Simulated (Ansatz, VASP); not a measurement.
CaS3 in VASP and in Ansatz

Contents of INCAR:

```
PREC = Accurate ; ENCUT = 600
EDIFF = 1E-6 ; ISMEAR = 0
SIGMA = 0.1 ; LREAL = F
LASPH = T ; NELM = 80
ALGO = Normal ; ISIF = 3
LWAVE = F ; LCHARG = F
GGA = PE ; IBRION = 2
NSW = 90 ; EDIFFG = -0.04
```

KPOINTS

```
Automatic mesh
0
Gamma
  6 6 6
```

Contents of POSCAR:

```
CaS3
1.0
   -2.1734271675      2.1734271675      4.8549282184
    2.1734271675     -2.1734271675      4.8549282184
    2.1734271675      2.1734271675     -4.8549282184
Ca S
1 3
Direct
    0.0000000000      0.0000000000      0.0000000000
    0.5000000000      0.5000000000      0.0000000000
    0.2500000000      0.7500000000      0.5000000000
    0.7500000000      0.2500000000      0.5000000000
```

Input for Ansatz:

```yaml
crystal:
  lattice:
    - [-2.1734271675, 2.1734271675, 4.8549282184]
    - [2.1734271675, -2.1734271675, 4.8549282184]
    - [2.1734271675, 2.1734271675, -4.8549282184]
  atoms:
    - { symbol: Ca, position: [0.0, 0.0, 0.0] }
    - { symbol: S, position: [0.5, 0.5, 0.0] }
    - { symbol: S, position: [0.25, 0.75, 0.5] }
    - { symbol: S, position: [0.75, 0.25, 0.5] }
basis:
  ecutwfc: 420
kpoints:
  mp_grid: { grid: [6, 6, 6] }
hamiltonian:
  xc: pbe
scf:
  occupations: { method: gaussian, width: 0.1 }
  lower_state_search: "off"
output:
  forces: true
  stress: true
  eigenvalues: true
relax:
  adjacent_minimum: "off"
  f_tol: 0.04
  max_steps: 70
  cell: { stress_tol: 0.4 }
```

Alike in both runs: task relaxation of cell and atoms; functional PBE; k mesh 6 × 6 × 6; occupations gaussian, width 0.1 eV; no spin polarisation.

|  | VASP | Ansatz |
| --- | --- | --- |
| version | VASP 6.6.1 | Ansatz 0.2.0 |
| potentials or method | VASP PAW PBE potentials, release 64 (Ca_sv, S), cutoff 600 eV | scalar-relativistic, plane waves, PAW |
| valence electrons in the cell | 28 | 28 |

```csv
,VASP,Ansatz,Ansatz less VASP
"gap on the k mesh at the Fermi level, each at its own relaxed structure (eV)",none,none,-
relaxed volume (Å³/atom),19.62,19.56,-0.067
relaxed cell length with the largest relative difference (Å),6.012,6.010,-0.0019
```

A gap of «none» marks a metal or a gap that the smearing closes.
